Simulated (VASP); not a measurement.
Crystal: Na2S.

```
CELL_PARAMETERS angstrom
-0.00814 3.25543 3.25543
3.25543 -0.00814 3.25543
3.24729 3.24729 0.00000
ATOMIC_POSITIONS crystal
S 0.00000 0.00000 0.00000
Na 0.25032 0.25032 0.24968
Na 0.74968 0.74968 0.75032
```

This cell differs from its parent crystal: shear xy strain -0.5%.

Base run:

| Quantity | Value |
| --- | --- |
| Program | VASP 6.6.1 |
| Functional | PBE |
| Potentials or basis | VASP PAW PBE potentials, release 64 (S, Na_pv) |
| Cutoff | 500 eV |
| k mesh | 8 × 8 × 8 |
| Occupations | fermi-dirac, width 0.02 eV |
| Spin | no spin polarisation |

Its results: band gap on the k mesh 2.52 eV; pressure 0.8 GPa.

**Question.** The run is repeated on the same cell with these changes: functional from PBE to r2SCAN; cutoff from 500 eV to 550 eV; occupations from fermi-dirac, width 0.02 eV to gaussian, width 0.01 eV. What comes out?

**Answer.** Band gap on the k mesh 3.11 eV; pressure -0.1 GPa.

Caveats: the PAW data sets were made with another functional, which shifts forces and pressure a little (at least some runs).

A k mesh can miss the band edges.
